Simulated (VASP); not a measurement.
Here is a VASP 6.6.1 calculation.

File INCAR:

```
SYSTEM = GeIrPt6
PREC     = Accurate       ! precision mode
ENCUT    = 500            ! plane-wave cutoff, eV
EDIFF    = 1E-6           ! SCF threshold, eV
ISMEAR   = 0              ! smearing method
SIGMA    = 0.2            ! smearing width, eV
LREAL    = .FALSE.        ! projectors in reciprocal space
LASPH    = .TRUE.         ! aspherical terms in the spheres
NELM     = 120            ! most SCF steps
ALGO     = Normal         ! electronic algorithm
ISIF     = 2              ! what is computed and relaxed
LWAVE    = .FALSE.        ! write WAVECAR
LCHARG   = .FALSE.        ! write CHGCAR
GGA      = PE             ! functional
NBANDS   = 52             ! bands
GGA_COMPAT= .FALSE.
```

File KPOINTS:

```
regular mesh
0
G
  4 4 4
  0 0 0
```

POSCAR

```
GeIrPt6
1.0
    0.0000000000      3.9580000000      3.9580000000
    3.9580000000      0.0000000000      3.9580000000
    3.9580000000      3.9580000000      0.0000000000
Ge Ir Pt
1 1 6
Direct
    0.0000000000      0.0000000000      0.0000000000
    0.5000000000      0.5000000000      0.5000000000
    0.5000000000      0.0000000000      0.0000000000
    0.0000000000      0.5000000000      0.0000000000
    0.0000000000      0.0000000000      0.5000000000
    0.5000000000      0.5000000000      0.0000000000
    0.0000000000      0.5000000000      0.5000000000
    0.5000000000      0.0000000000      0.5000000000
```

Potentials or basis: VASP PAW PBE potentials, release 64 (Ge_d, Ir, Pt).

The run is started by

```console
$ cat potpaw_PBE.64/Ge_d/POTCAR potpaw_PBE.64/Ir/POTCAR potpaw_PBE.64/Pt/POTCAR > POTCAR
$ mpirun -np 1 vasp_std > vasp.out
```

(1) What does it give for the pressure?

Answers

(1) -0.4 GPa.
